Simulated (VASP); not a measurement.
# Ca (I4/mcm) in VASP: a series of runs

The runs below take Ca through single point, with PBE.

All numbers are computed with VASP 6.6.1; they aren't measurements. Logs are shortened: lines on timing, memory, paths and dates and some standing lists are left out, and cuts for length are marked.

**1. The cell of the first run**

It takes space group I4/mcm (No. 140, tetragonal). Conventional cell: a = 7.512 Å, b = 7.512 Å, c = 7.387 Å, α = 90.00°, β = 90.00°, γ = 90.00°. Within 5.1 Å of Ca (site symmetry m2m) lie 11 Ca at 3.85 to 4.71 Å.

**2. Single point, PBE (Ba replaced by Ca, lengths x 0.891, strained)**

INCAR reads:

```
SYSTEM = Ca
ALGO = Normal ; EDIFF = 1E-7
ENCUT = 520 ; GGA = PE
ISIF = 2 ; ISMEAR = 0
LASPH = .TRUE. ; LCHARG = .FALSE.
LREAL = .FALSE. ; LWAVE = .FALSE.
NBANDS = 28 ; NELM = 100
PREC = Accurate ; SIGMA = 0.1
```

KPOINTS reads:

```
k-points
0
G
  8 8 8
  0 0 0
```

POSCAR reads:

```
Ca
1.0
   -3.7561555887      3.7561555887      3.6936112031
    3.7561555887     -3.7561555887      3.6936112031
    3.7561555887      3.7561555887     -3.6936112031
Ca
4
Direct
    0.8053049014      0.6946950986      0.5000000000
    0.1946950986      0.3053049014      0.5000000000
    0.3053049014      0.8053049014      0.1106098029
    0.6946950986      0.1946950986      0.8893901971
```

Potentials or basis: VASP PAW PBE potentials, release 64 (Ca_sv).

Launch:

```console
> cat potpaw_PBE.64/Ca_sv/POTCAR > POTCAR
> mpirun -np 1 vasp_std > vasp.out
```

OUTCAR:

```text
SYSTEM = Ca
   EDIFF = 1E-7
   ENCUT = 520
   GGA = PE
   ISIF = 2
   ISMEAR = 0
   LASPH = .TRUE.
   LREAL = .FALSE.
   NELM = 100
   PREC = Accurate

 ion  position               nearest neighbor table
   1  0.805  0.695  0.500-
   2  0.195  0.305  0.500-
   3  0.305  0.805  0.111-
   4  0.695  0.195  0.889-

  LATTYP: Found a body centered tetragonal cell.
 ALAT       =     7.5123111774
 C/A-ratio  =     0.9833488299

  Lattice vectors:

 A1 = (  -3.7561555887,   3.7561555887,   3.6936112031)
 A2 = (   3.7561555887,  -3.7561555887,   3.6936112031)
 A3 = (   3.7561555887,   3.7561555887,  -3.6936112031)

Analysis of symmetry for initial positions (statically):
=====================================================================
 Subroutine PRICEL returns:
 Original cell was already a primitive cell.

 Routine SETGRP: Setting up the symmetry group for a
 body centered tetragonal supercell.

 Subroutine GETGRP returns: Found 16 space group operations
 (whereof  8 operations were pure point group operations)
 out of a pool of 16 trial point group operations.

The static configuration has the point symmetry C_4h.
 The point group associated with its full space group is D_4h.

Analysis of symmetry for dynamics (positions and initial velocities):
=====================================================================
 Subroutine PRICEL returns:
 Original cell was already a primitive cell.

 Routine SETGRP: Setting up the symmetry group for a
 body centered tetragonal supercell.

 Subroutine GETGRP returns: Found 16 space group operations
 (whereof  8 operations were pure point group operations)
 out of a pool of 16 trial point group operations.

The dynamic configuration has the point symmetry C_4h.
 The point group associated with its full space group is D_4h.

 Subroutine INISYM returns: Found 16 space group operations
 (whereof  8 operations are pure point group operations),
 and found     1 'primitive' translations

----------------------------------------------------------------------------------------

                                     Primitive cell

  volume of cell :     208.4483

  direct lattice vectors                    reciprocal lattice vectors
    -3.756155589  3.756155589  3.693611203     0.000000000  0.133114827  0.135368877
[... 86 lines left out ...]
   LSORBIT =      F    spin-orbit coupling
   LASPH  =      T    aspherical Exc in radial PAW
   ENCUT  =  520.0 eV  38.22 Ry    6.18 a.u.  12.03 12.03 12.03*2*pi/ulx,y,z
   NELM   =    100;   NELMIN=  2; NELMDL= -5     # of ELM steps
   EDIFF  = 0.1E-06   stopping-criterion for ELM
   LREAL  =      F    real-space projection
   EDIFFG = 0.1E-05   stopping-criterion for IOM
   NSW    =      0    number of steps for IOM
   IBRION =     -1    ionic relax: 0-MD 1-quasi-New 2-CG
   NFREE  =      0    steps in history (QN), initial steepest desc. (CG)
   ISIF   =      2    stress and relaxation
   ISYM   =      2    0-nonsym 1-usesym 2-fastsym
   POTIM  = 0.5000    time-step for ionic-motion
   TEBEG  =    0.0;   TEEND  =   0.0 temperature during run
   PSTRESS=    0.0 pullay stress
   NELECT =      40.0000    total number of electrons
   NUPDOWN=      -1.0000    fix difference up-down
   EMIN   =  10.00;   EMAX   =-10.00  energy-range for DOS
   EFERMI =   0.00;   METHOD = LEGACY
   ISMEAR =     0;   SIGMA  =   0.10  broadening in eV -4-tet -1-fermi 0-gaus
   EFERMI_NEDOS =   21; number of points for ismear=-14 and -15
   IALGO  =     38    algorithm
   IMIX   =      4    mixing-type and parameters
     AMIX     =   0.40;   BMIX     =  1.00
     AMIX_MAG =   1.60;   BMIX_MAG =  1.00
  volume/ion in A,a.u.               =      52.11       351.67
  Fermi-wavevector in a.u.,A,eV,Ry     =   0.944268  1.784408 12.131533  0.891643
  Thomas-Fermi vector in A             =   2.072056
   LORBIT       =      0    0 simple, 1 ext, 2 COOP (PROOUT), +10 PAW based schemes
   GGA     = PE    functional components
   LHFCALC =     F    Hartree Fock is set to
   AEXX    =    0.0000 exact exchange contribution
   IVDW    =     0    specifies the selected vdW correction
   LEPSILON=     F    determine dielectric tensor
   LRPA    =     F    only Hartree local field effects (RPA)
 non-spin polarized calculation
 Gauss-broadening in eV      SIGMA  =   0.10
  energy-cutoff  :      520.00
  volume of cell :      208.45
 maximum number of plane-waves:      5642
   NGX = 25   NGY = 25   NGZ = 25

 number of electron      39.9999998 magnetization

 Free energy of the ion-electron system (eV)
  ---------------------------------------------------
  ext. energy  EPLUGINS =         0.00000000
  ---------------------------------------------------
  free energy    TOTEN  =        -6.63956654 eV

  energy without entropy =       -6.61932359  energy(sigma->0) =       -6.62944507

 E-fermi :   1.1403     XC(G=0):  -7.0901

 val. band max:        1.1366131333   @ k =  -0.1250   0.1250   0.0000
 cond. band min:       1.1403827846   @ k =   0.0000   0.0000   0.0000
 fundamental gap:      0.0037696513
 Fermi energy:         1.1402595430

 k-point     1 :       0.0000    0.0000    0.0000
  band No.  band energies     occupation
      1     -41.3683      2.00000
      2     -41.3570      2.00000
      3     -41.3569      2.00000
      4     -41.3569      2.00000
      5     -22.3795      2.00000
      6     -22.3727      2.00000
[... 733 lines left out ...]
     27       2.6317      0.00000
     28       2.6317      0.00000

 [... further k-points ...]

------------------------ aborting loop because EDIFF is reached ----------------------------------------

  FORCE on cell =-STRESS in cart. coord.  units (eV):
  Direction    XX          YY          ZZ          XY          YZ          ZX
  --------------------------------------------------------------------------------------
  -------------------------------------------------------------------------------------
  Total       -1.6308739     -1.6308739     -3.3045829      0.0000000     -0.0000000      0.0000000
  in kB      -12.5352398    -12.5352398    -25.3997191      0.0000000     -0.0000000      0.0000000
  external PRESSURE =     -16.8233996 kB  Pullay stress =       0.0000000 kB

 VOLUME and BASIS-vectors are now :
 -----------------------------------------------------------------------------
  energy-cutoff  :      520.00
  volume of cell :      208.45
      direct lattice vectors                 reciprocal lattice vectors
    -3.756155589  3.756155589  3.693611203     0.000000000  0.133114827  0.135368877
     3.756155589 -3.756155589  3.693611203     0.133114827  0.000000000  0.135368877
     3.756155589  3.756155589 -3.693611203     0.133114827  0.133114827  0.000000000

 POSITION                                       TOTAL-FORCE (eV/Angst)
 -----------------------------------------------------------------------------------
      1.46261      2.29355      3.69361        -0.252297      0.252297     -0.000000
      2.29355      1.46261      0.00000         0.252297     -0.252297     -0.000000
      2.29355     -1.46261      3.69361         0.252297      0.252297     -0.000000
      1.46261      5.21877      0.00000        -0.252297     -0.252297      0.000000
 -----------------------------------------------------------------------------------
    total drift:                                0.000000      0.000000     -0.000000

  FREE ENERGIE OF THE ION-ELECTRON SYSTEM (eV)
  ---------------------------------------------------
  free  energy   TOTEN  =        -6.6395665417 eV

  energy  without entropy=       -6.6193235938  energy(sigma->0) =       -6.62944507
```

OSZICAR:

```text
N       E                     dE             d eps       ncg     rms          rms(c)
DAV:   1     0.372975105226E+03    0.37298E+03   -0.19596E+04  3512   0.126E+03
DAV:   2     0.182681570558E+02   -0.35471E+03   -0.35091E+03  3388   0.382E+02
DAV:   3    -0.403859787587E+01   -0.22307E+02   -0.21906E+02  5440   0.666E+01
DAV:   4    -0.654311610209E+01   -0.25045E+01   -0.24860E+01  5376   0.197E+01
DAV:   5    -0.665090333141E+01   -0.10779E+00   -0.10758E+00  5032   0.361E+00    0.448E+00
DAV:   6    -0.663912430433E+01    0.11779E-01   -0.86620E-02  4576   0.192E+00    0.264E+00
DAV:   7    -0.664083870401E+01   -0.17144E-02   -0.74330E-02  4256   0.217E+00    0.207E-01
DAV:   8    -0.663937618618E+01    0.14625E-02   -0.89210E-03  4512   0.600E-01    0.125E-01
DAV:   9    -0.663955142543E+01   -0.17524E-03   -0.84510E-04  5344   0.140E-01    0.280E-02
DAV:  10    -0.663957287526E+01   -0.21450E-04   -0.10485E-04  4200   0.848E-02    0.309E-02
DAV:  11    -0.663956569187E+01    0.71834E-05   -0.18587E-05  4592   0.377E-02    0.714E-03
DAV:  12    -0.663956654201E+01   -0.85014E-06   -0.91431E-07  4640   0.625E-03    0.582E-04
DAV:  13    -0.663956654170E+01    0.31423E-09   -0.93545E-08  3336   0.227E-03
   1 F= -.66395665E+01 E0= -.66294451E+01  d E =-.202429E-01
```

stdout:

```text
POSCAR found type information on POSCAR Ca
 POSCAR found :  1 types and       4 ions
 scaLAPACK will be used
 LDA part: xc-table for (Slater+PW92), standard interpolation
 POSCAR, INCAR and KPOINTS ok, starting setup
 FFT: planning ... GRIDC
 FFT: planning ... GRID_SOFT
 FFT: planning ... GRID
 WAVECAR not read
 entering main loop
```

Wall time 2.9 min (1 thread of Intel Xeon 6975P-C (Granite Rapids), shared host); peak memory 0.47 GiB.

Results:

```yaml
Free_energy: -6.6396 eV
Pressure: -1.7 GPa
Largest_force: 0.357 eV/Å
Band_gap_on_the_k_mesh: zero (band 20 reaches 1.30 eV, above the bottom of band 21 at 0.61 eV)
```

Forces in eV/Å, atoms in the order of the input:
```
Ca  -0.252  0.252  0.000
Ca   0.252 -0.252  0.000
Ca   0.252  0.252  0.000
Ca  -0.252 -0.252  0.000
```

Caveat: the cell differs from its parent crystal (Ba replaced by Ca, lengths x 0.891, strained).

**3. Single point, PBE (Ba replaced by Ca, lengths x 0.891, strained)**

INCAR reads:

```
SYSTEM = Ca
PREC     = Accurate       ! precision mode
ENCUT    = 520            ! plane-wave cutoff, eV
EDIFF    = 1E-6           ! SCF threshold, eV
ISMEAR   = 0              ! smearing method
SIGMA    = 0.1            ! smearing width, eV
LREAL    = .False.        ! projectors in reciprocal space
LASPH    = .True.         ! aspherical terms in the spheres
NELM     = 100            ! most SCF steps
ALGO     = Normal         ! electronic algorithm
ISIF     = 2              ! what is computed and relaxed
LWAVE    = .False.        ! write WAVECAR
LCHARG   = .False.        ! write CHGCAR
GGA      = PE             ! functional
NBANDS   = 28             ! bands
```

KPOINTS reads:

```
regular mesh
0
Gamma
  4 4 4
  0 0 0
```

POSCAR is that of step 2.

Potentials or basis: VASP PAW PBE potentials, release 64 (Ca_sv).

Launch:

```console
> cat potpaw_PBE.64/Ca_sv/POTCAR > POTCAR
> mpirun -np 1 vasp_std > vasp.out
```

Run time: 36 s. Hardware: 1 thread of Intel Xeon 6975P-C (Granite Rapids), shared host; peak memory 0.33 GiB.

Results (log left out):

| Item | Value |
| --- | --- |
| Free energy | -6.6280 eV |
| Pressure | -1.9 GPa |
| Largest force | 0.333 eV/Å |
| Band gap on the k mesh | zero (band 20 reaches 1.30 eV, above the bottom of band 21 at 0.61 eV) |

Forces on the atoms (eV/Å):
```
Ca  -0.235  0.235  0.000
Ca   0.235 -0.235  0.000
Ca   0.235  0.235  0.000
Ca  -0.235 -0.235  0.000
```

Stress tensor (GPa, compression positive):
```
-1.46  0.00  0.00
 0.00 -1.46  0.00
 0.00  0.00 -2.64
```

Levels at points of the mesh, in eV from the Fermi level:
| k point | band 16 | band 17 | band 18 | band 19 | band 20 | band 21 | band 22 | band 23 | band 24 | band 25 |
| --- | --- | --- | --- | --- | --- | --- | --- | --- | --- | --- |
| (0.00, 0.00, 0.00) | -23.44 | -3.63 | -0.03 | 0.11 | 0.13 | 0.46 | 0.46 | 0.63 | 1.19 | 1.19 |
| (0.50, 0.00, 0.00) | -23.45 | -2.19 | -2.19 | -0.25 | -0.25 | 0.24 | 0.24 | 0.89 | 0.89 | 1.12 |
| (0.50, 0.50, 0.00) | -23.44 | -2.33 | -2.08 | -0.08 | -0.06 | -0.05 | 0.30 | 0.66 | 0.68 | 1.36 |
| (0.50, 0.50, 0.50) | -23.44 | -1.31 | -1.27 | -1.27 | -0.86 | -0.56 | -0.52 | 1.06 | 1.06 | 1.06 |

Caveat: the cell differs from its parent crystal (Ba replaced by Ca, lengths x 0.891, strained).
